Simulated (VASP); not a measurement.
Runs of VASP 6.6.1 on K. The structure is that of space group Im-3m (No. 229), or close to it. The cells are those of the table. 

```tsv
task	cell	cutoff (eV)	smearing	gap on the mesh (eV)	pressure (GPa)	relaxed volume (Å³/atom)
single point	a = 4.574 Å, angles 109.5°, 1 atom	520	gaussian 0.1 eV	none	0.0	-
single point	a = 4.525 Å, angles 109.5°, 1 atom	520	gaussian 0.1 eV	none	0.1	-
single point	a = 4.620 Å, angles 109.5°, 1 atom	520	gaussian 0.1 eV	none	(a)	-
single point	a = 4.433 Å, angles 109.5°, 1 atom	520	gaussian 0.1 eV	none	0.4	-
single point	a = 4.722 Å, angles 109.5°, 1 atom	520	gaussian 0.1 eV	none	(b)	-
relaxation of cell and atoms	relaxed from a = 4.525 Å, angles 109.5°, 1 atom	600	gaussian 0.1 eV	none	0.0	73.48
single point	a = 4.383 Å, angles 109.5°, 1 atom	520	gaussian 0.1 eV	none	0.6	-
single point	a = 4.586 Å, angles 109.5°, 1 atom	520	fermi-dirac 0.15 eV	none	0.0	-
relaxation of cell and atoms	relaxed from a = 4.574 Å, angles 109.5°, 1 atom	600	fermi-dirac 0.15 eV	none	0.0	74.14
```

Alike in all rows: level PBE; potentials or basis VASP PAW PBE potentials, release 64 (K_sv); no spin polarisation; k mesh 12 × 12 × 12.

Problem. Estimate the missing entries.

Solution. (a) -0.1; (b) -0.3.

A gap of «none» marks levels without a gap at the run's occupations.
